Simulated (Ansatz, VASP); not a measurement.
**One calculation of GaAs, two programs**

```
Ga As
1.0
     0.00000    2.87509    2.87509
     2.87509    0.00000    2.87509
     2.87509    2.87509    0.00000
Ga As
1 1
Direct
  0.00000 0.00000 0.00000
  0.25000 0.25000 0.25000
```

Alike in both runs: task single point; functional PBE; dispersion D3(BJ); k mesh 4 × 4 × 4; occupations gaussian, width 0.1 eV; no spin polarisation; Hubbard terms Ga d U = 5.7 eV, J = 0.36 eV.

```csv
,VASP,Ansatz
version,VASP 6.6.1,Ansatz 0.2.0
potentials or method,"VASP PAW PBE potentials, release 64 (Ga_d, As), cutoff 520 eV","scalar-relativistic, plane waves, PAW"
valence electrons in the cell,18,28
```

```csv
,VASP,Ansatz,Ansatz less VASP
gap on the k mesh at the Fermi level (eV),0.31,0.14,-0.175
least direct gap on the mesh (eV),0.31,0.14,-0.175
pressure (GPa),-4.0,-2.0,+2.01
```

The programs project onto different local orbitals, so the same U acts differently, and such runs can settle in different states. VASP's potentials hold 18 valence electrons a cell and Ansatz's 28, so a difference there can come from the potentials and not from the codes.

The k mesh is coarse, so the values compare programs but aren't converged.
